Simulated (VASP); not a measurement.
Runs of VASP 6.6.1 on InAs. The structure is that of space group F-43m (No. 216), or close to it. The cells are those of the table. 

```tsv
task	level	potentials or basis	spin	cell	k mesh	cutoff (eV)	grid for exact exchange (PRECFOCK)	share of exact exchange	gap on the mesh (eV)	pressure (GPa)	relaxed volume (Å³/atom)
single point	PBE	VASP PAW PBE potentials, release 64 (In_d, As)	off	a = 4.376 Å, angles 60.0°, 2 atoms	6 × 6 × 6	520	-	-	none	0.0	-
single point	LDA	VASP PAW LDA potentials, release 64 (In_d, As_d)	off	a = 4.352 Å, angles 60.0°, 2 atoms	8 × 8 × 8	510	-	-	none	-3.2	-
relaxation of cell and atoms	PBE	VASP PAW PBE potentials, release 64 (In_d, As)	off	relaxed from a = 4.268 Å, angles 60.0°, 2 atoms	6 × 6 × 6	600	-	-	none	0.0	29.66
relaxation of cell and atoms	PBE	VASP PAW PBE potentials, release 64 (In_d, As)	non-collinear, zero start, SOC	relaxed from a = 4.268 Å, angles 60.0°, 2 atoms	6 × 6 × 6	600	-	-	-	0.0	(b)
single point	r2SCAN50	VASP PAW PBE potentials, release 64 (In_d, As)	off	a = 4.352 Å, angles 60.0°, 2 atoms	4 × 4 × 4	520	Normal	0.5	2.49	(a)	-
```

Alike in all rows: smearing fermi-dirac 0.05 eV.

Question: Fill in the values left out.

Answer: (a) -4.2; (b) 29.65.

Caveats: some runs use coarse meshes; spin-orbit coupling is left out, which moves the levels of the heavy elements (at least some runs); semilocal functionals underestimate gaps, and a narrow one can read as zero (at least some runs); the cell stands under tension (at least some runs); the PAW data sets were made with another functional, which shifts forces and pressure a little (at least some runs).

A k mesh can miss the band edges, and rows without SOC leave out spin-orbit coupling on As, In.

A gap of «none» marks levels without a gap at the run's occupations.

The runs don't all hold the same shells in valence.
